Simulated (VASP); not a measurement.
Input of a VASP 6.6.1 run:

File INCAR:

```
SYSTEM = GaF
PREC = Accurate
ENCUT = 520
EDIFF = 1E-6
ISMEAR = -1
SIGMA = 0.05
LREAL = .FALSE.
LASPH = .TRUE.
NELM = 80
ALGO = Normal
ISIF = 2
LWAVE = .FALSE.
LCHARG = .FALSE.
GGA = PE
NBANDS = 17
```

File KPOINTS:

```
Automatic mesh
0
G
  8 8 8
  0 0 0
```

Contents of POSCAR:

```
GaF
1.0
    3.1446715745      0.0000000000      0.0000000000
    0.0000000000      3.1446715745      0.0000000000
    0.0000000000      0.0000000000      3.1446715745
Ga F
1 1
Direct
    0.0000000000      0.0000000000      0.0000000000
    0.5000000000      0.5000000000      0.5000000000
```

Potentials or basis: VASP PAW PBE potentials, release 64 (Ga_d, F).

Launch:

```sh
$ cat potpaw_PBE.64/Ga_d/POTCAR potpaw_PBE.64/F/POTCAR > POTCAR
$ mpirun -np 1 vasp_std > vasp.out
```

**Question.** Estimate the band gap on the k mesh.

**Answer.** 0.19 eV, indirect (least direct gap 1.06 eV).

**Question.** Predict the pressure.

**Answer.** 0.8 GPa.

 A k mesh can miss the band edges.
